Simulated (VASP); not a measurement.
# YZn (Fm-3m) in VASP: single point with LDA

Aim: the single point of YZn with LDA.

Program: VASP 6.6.1. These are calculated values, not measurements. Logs are shortened: lines on timing, memory, paths and dates and some standing lists are left out, and cuts for length are marked.

### Step 1. The cell of the first run

Symmetry: Fm-3m, No. 225, cubic system. The conventional cell has a = 5.926 Å, b = 5.926 Å, c = 5.926 Å, α = 90.00°, β = 90.00°, γ = 90.00°. Y (site symmetry m-3m) has 6 Zn at 2.96 Å within 3.9 Å. Zn (site symmetry m-3m) has 6 Y at 2.96 Å within 3.9 Å.

### Step 2. Single point, LDA

The input, INCAR:

```
SYSTEM = YZn
ALGO = Normal
EDIFF = 1E-6
ENCUT = 500
GGA_COMPAT = .FALSE.
ISIF = 2
ISMEAR = -1
LASPH = .TRUE.
LCHARG = .FALSE.
LREAL = .FALSE.
LWAVE = .FALSE.
NBANDS = 18
NELM = 120
PREC = Accurate
SIGMA = 0.1
```

The input, KPOINTS:

```
k-points
0
G
  7 7 7
  0 0 0
```

The input, POSCAR:

```
YZn
1.0
    0.0000000000      2.9629870000      2.9629870000
    2.9629870000      0.0000000000      2.9629870000
    2.9629870000      2.9629870000      0.0000000000
Y Zn
1 1
Direct
    0.0000000000      0.0000000000      0.0000000000
    0.5000000000      0.5000000000      0.5000000000
```

Potentials or basis: VASP PAW LDA potentials, release 64 (Y_sv, Zn).

Launch:

```bash
$ cat potpaw_LDA.64/Y_sv/POTCAR potpaw_LDA.64/Zn/POTCAR > POTCAR
$ mpirun -np 1 vasp_std > vasp.out
```

OUTCAR:

```text
SYSTEM = YZn
   EDIFF = 1E-6
   ENCUT = 500
   ISIF = 2
   ISMEAR = -1
   LASPH = .TRUE.
   LREAL = .FALSE.
   NELM = 120
   PREC = Accurate

 ion  position               nearest neighbor table
   1  0.000  0.000  0.000-   2 2.96   2 2.96   2 2.96   2 2.96   2 2.96   2 2.96
   2  0.500  0.500  0.500-   1 2.96   1 2.96   1 2.96   1 2.96   1 2.96   1 2.96

  LATTYP: Found a face centered cubic cell.
 ALAT       =     5.9259740000

  Lattice vectors:

 A1 = (   0.0000000000,   2.9629870000,   2.9629870000)
 A2 = (   2.9629870000,   0.0000000000,   2.9629870000)
 A3 = (   2.9629870000,   2.9629870000,   0.0000000000)

Analysis of symmetry for initial positions (statically):
=====================================================================
 Subroutine PRICEL returns:
 Original cell was already a primitive cell.

 Routine SETGRP: Setting up the symmetry group for a
 face centered cubic supercell.

 Subroutine GETGRP returns: Found 48 space group operations
 (whereof 48 operations were pure point group operations)
 out of a pool of 48 trial point group operations.

The static configuration has the point symmetry O_h .

Analysis of symmetry for dynamics (positions and initial velocities):
=====================================================================
 Subroutine PRICEL returns:
 Original cell was already a primitive cell.

 Routine SETGRP: Setting up the symmetry group for a
 face centered cubic supercell.

 Subroutine GETGRP returns: Found 48 space group operations
 (whereof 48 operations were pure point group operations)
 out of a pool of 48 trial point group operations.

The dynamic configuration has the point symmetry O_h .

 Subroutine INISYM returns: Found 48 space group operations
 (whereof 48 operations are pure point group operations),
 and found     1 'primitive' translations

----------------------------------------------------------------------------------------

                                     Primitive cell

  volume of cell :      52.0259

  direct lattice vectors                    reciprocal lattice vectors
     0.000000000  2.962987000  2.962987000    -0.168748631  0.168748631  0.168748631
     2.962987000  0.000000000  2.962987000     0.168748631 -0.168748631  0.168748631
     2.962987000  2.962987000  0.000000000     0.168748631  0.168748631 -0.168748631

  length of vectors
     4.190296401  4.190296401  4.190296401     0.292281203  0.292281203  0.292281203

  position of ions in fractional coordinates (direct lattice)
     0.000000000  0.000000000  0.000000000
     0.500000000  0.500000000  0.500000000

  ion indices of the primitive-cell ions
   primitive index   ion index
                 1           1
                 2           2

----------------------------------------------------------------------------------------

 KPOINTS: k-points

Automatic generation of k-mesh.
 Grid dimensions read from file:
 generate k-points for:    7    7    7

 Generating k-lattice:

  Cartesian coordinates                     Fractional coordinates (reciprocal lattice)
    -0.024106947  0.024106947  0.024106947     0.142857143  0.000000000  0.000000000
     0.024106947 -0.024106947  0.024106947     0.000000000  0.142857143  0.000000000
     0.024106947  0.024106947 -0.024106947     0.000000000  0.000000000  0.142857143

  Length of vectors
     0.041754458  0.041754458  0.041754458

  Shift w.r.t. Gamma in fractional coordinates (k-lattice)
     0.000000000  0.000000000  0.000000000

 Subroutine IBZKPT returns following result:
 ===========================================

 Found     20 irreducible k-points:

 Following reciprocal coordinates:
            Coordinates               Weight
  0.000000  0.000000  0.000000      1.000000
  0.142857  0.000000  0.000000      8.000000
  0.285714  0.000000  0.000000      8.000000
  0.428571  0.000000  0.000000      8.000000
  0.142857  0.142857  0.000000      6.000000
  0.285714  0.142857  0.000000     24.000000
[... 12 lines left out ...]
 -0.428571  0.428571  0.142857     24.000000
 -0.285714  0.428571  0.142857     24.000000
   k-points           NKPTS =     20   k-points in BZ     NKDIM =     20   number of bands    NBANDS=     18
   number of dos      NEDOS =    301   number of ions     NIONS =      2
   total plane-waves  NPLWV =  32768
   dimension x,y,z NGX =    32 NGY =   32 NGZ =   32
   dimension x,y,z NGXF=    64 NGYF=   64 NGZF=   64
   ions per type =               1   1
   NGX,Y,Z   is equivalent  to a cutoff of  12.70, 12.70, 12.70 a.u.
   NGXF,Y,Z  is equivalent  to a cutoff of  25.39, 25.39, 25.39 a.u.
 SYSTEM =  YZn
   PREC   = accura    normal or accurate (medium, high low for compatibility)
   ISTART =      0    job   : 0-new  1-cont  2-samecut
   ICHARG =      2    charge: 1-file 2-atom 10-const
   ISPIN  =      1    spin polarized calculation?
   LNONCOLLINEAR =      F non collinear calculations
   LSORBIT =      F    spin-orbit coupling
   LASPH  =      T    aspherical Exc in radial PAW
   ENCUT  =  500.0 eV  36.75 Ry    6.06 a.u.   7.64  7.64  7.64*2*pi/ulx,y,z
   NELM   =    120;   NELMIN=  2; NELMDL= -5     # of ELM steps
   EDIFF  = 0.1E-05   stopping-criterion for ELM
   LREAL  =      F    real-space projection
   EDIFFG = 0.1E-04   stopping-criterion for IOM
   NSW    =      0    number of steps for IOM
   IBRION =     -1    ionic relax: 0-MD 1-quasi-New 2-CG
   NFREE  =      0    steps in history (QN), initial steepest desc. (CG)
   ISIF   =      2    stress and relaxation
   ISYM   =      2    0-nonsym 1-usesym 2-fastsym
   POTIM  = 0.5000    time-step for ionic-motion
   TEBEG  =    0.0;   TEEND  =   0.0 temperature during run
   PSTRESS=    0.0 pullay stress
   NELECT =      23.0000    total number of electrons
   NUPDOWN=      -1.0000    fix difference up-down
   EMIN   =  10.00;   EMAX   =-10.00  energy-range for DOS
   EFERMI =   0.00;   METHOD = LEGACY
   ISMEAR =    -1;   SIGMA  =   0.10  broadening in eV -4-tet -1-fermi 0-gaus
   EFERMI_NEDOS =   21; number of points for ismear=-14 and -15
   IALGO  =     38    algorithm
   IMIX   =      4    mixing-type and parameters
     AMIX     =   0.40;   BMIX     =  1.00
     AMIX_MAG =   1.60;   BMIX_MAG =  1.00
  volume/ion in A,a.u.               =      26.01       175.54
  Fermi-wavevector in a.u.,A,eV,Ry     =   1.247128  2.356730 21.161526  1.555328
  Thomas-Fermi vector in A             =   2.381274
   LORBIT       =      0    0 simple, 1 ext, 2 COOP (PROOUT), +10 PAW based schemes
   GGA     = CA    functional components
   LHFCALC =     F    Hartree Fock is set to
   AEXX    =    0.0000 exact exchange contribution
   IVDW    =     0    specifies the selected vdW correction
   LEPSILON=     F    determine dielectric tensor
   LRPA    =     F    only Hartree local field effects (RPA)
 non-spin polarized calculation
  energy-cutoff  :      500.00
  volume of cell :       52.03
 maximum number of plane-waves:      1363
   NGX = 15   NGY = 15   NGZ = 15

 number of electron      22.9999986 magnetization

 Free energy of the ion-electron system (eV)
  ---------------------------------------------------
  ext. energy  EPLUGINS =         0.00000000
  ---------------------------------------------------
  free energy    TOTEN  =        -8.89414311 eV

  energy without entropy =       -8.81369459  energy(sigma->0) =       -8.85391885

 E-fermi :   2.1528     XC(G=0):  -9.9896

 val. band max:        2.0591455988   @ k =  -0.4286   0.1429   0.0000
 cond. band min:       2.1689543573   @ k =   0.4286   0.1429   0.0000
 fundamental gap:      0.1098087585
 Fermi energy:         2.1528220394

 k-point     1 :       0.0000    0.0000    0.0000
  band No.  band energies     occupation
      1     -40.5118      2.00000
      2     -20.5548      2.00000
      3     -20.5548      2.00000
      4     -20.5548      2.00000
      5      -5.1786      2.00000
      6      -5.1786      2.00000
[... 10 lines left out ...]
     17       7.0380      0.00000
     18       7.0380      0.00000

 k-point     2 :       0.1429    0.0000    0.0000
  band No.  band energies     occupation
      1     -40.5102      2.00000
      2     -20.5810      2.00000
      3     -20.5588      2.00000
      4     -20.5588      2.00000
      5      -5.1584      2.00000
      6      -5.1584      2.00000
[... 10 lines left out ...]
     17       8.1202      0.00000
     18       8.1202      0.00000

 k-point     3 :       0.2857    0.0000    0.0000
  band No.  band energies     occupation
      1     -40.5065      2.00000
      2     -20.6390      2.00000
      3     -20.5677      2.00000
      4     -20.5677      2.00000
      5      -5.1129      2.00000
      6      -5.1129      2.00000
[... 10 lines left out ...]
     17       9.7282      0.00000
     18       9.9226      0.00000

 k-point     4 :       0.4286    0.0000    0.0000
  band No.  band energies     occupation
      1     -40.5035      2.00000
      2     -20.6848      2.00000
      3     -20.5749      2.00000
      4     -20.5749      2.00000
      5      -5.0778      2.00000
      6      -5.0778      2.00000
[... 291 lines left out ...]
      4     -20.5882      2.00000
      5      -5.1220      2.00000
      6      -5.0789      2.00000
[... 10 lines left out ...]
     17       7.8065      0.00000
     18       8.7391      0.00000

 k-point    19 :      -0.4286    0.4286    0.1429
  band No.  band energies     occupation
      1     -40.5009      2.00000
      2     -20.6612      2.00000
      3     -20.6143      2.00000
      4     -20.6021      2.00000
      5      -5.1430      2.00000
      6      -5.1114      2.00000
[... 10 lines left out ...]
     17       6.3546      0.00000
     18       7.9506      0.00000

 k-point    20 :      -0.2857    0.4286    0.1429
  band No.  band energies     occupation
      1     -40.5006      2.00000
      2     -20.6444      2.00000
      3     -20.6391      2.00000
      4     -20.6005      2.00000
      5      -5.1411      2.00000
      6      -5.0831      2.00000
[... 10 lines left out ...]
     17       6.7462      0.00000
     18       7.9897      0.00000

------------------------ aborting loop because EDIFF is reached ----------------------------------------

  FORCE on cell =-STRESS in cart. coord.  units (eV):
  Direction    XX          YY          ZZ          XY          YZ          ZX
  --------------------------------------------------------------------------------------
  -------------------------------------------------------------------------------------
  Total       -1.4278436     -1.4278436     -1.4278436      0.0000000     -0.0000000      0.0000000
  in kB      -43.9715718    -43.9715718    -43.9715718      0.0000000     -0.0000000      0.0000000
  external PRESSURE =     -43.9715718 kB  Pullay stress =       0.0000000 kB

 VOLUME and BASIS-vectors are now :
 -----------------------------------------------------------------------------
  energy-cutoff  :      500.00
  volume of cell :       52.03
      direct lattice vectors                 reciprocal lattice vectors
     0.000000000  2.962987000  2.962987000    -0.168748631  0.168748631  0.168748631
     2.962987000  0.000000000  2.962987000     0.168748631 -0.168748631  0.168748631
     2.962987000  2.962987000  0.000000000     0.168748631  0.168748631 -0.168748631

 POSITION                                       TOTAL-FORCE (eV/Angst)
 -----------------------------------------------------------------------------------
      0.00000      0.00000      0.00000        -0.000000      0.000000     -0.000000
      2.96299      2.96299      2.96299         0.000000      0.000000      0.000000
 -----------------------------------------------------------------------------------
    total drift:                                0.000000     -0.000000      0.000000

  FREE ENERGIE OF THE ION-ELECTRON SYSTEM (eV)
  ---------------------------------------------------
  free  energy   TOTEN  =        -8.8941431116 eV

  energy  without entropy=       -8.8136945934  energy(sigma->0) =       -8.85391885
```

Wall time 26 s (1 thread of AMD EPYC 7R43 (Zen 3), shared host); peak memory 0.14 GiB.

What came out:

- Free energy: -8.8941 eV
- Pressure: -4.4 GPa

Levels at points of the mesh, in eV from the Fermi level:
```csv
k point,band 9,band 10,band 11,band 12,band 13,band 14
"(0.00, 0.00, 0.00)",-7.24,-6.47,1.60,1.60,1.60,2.59
```
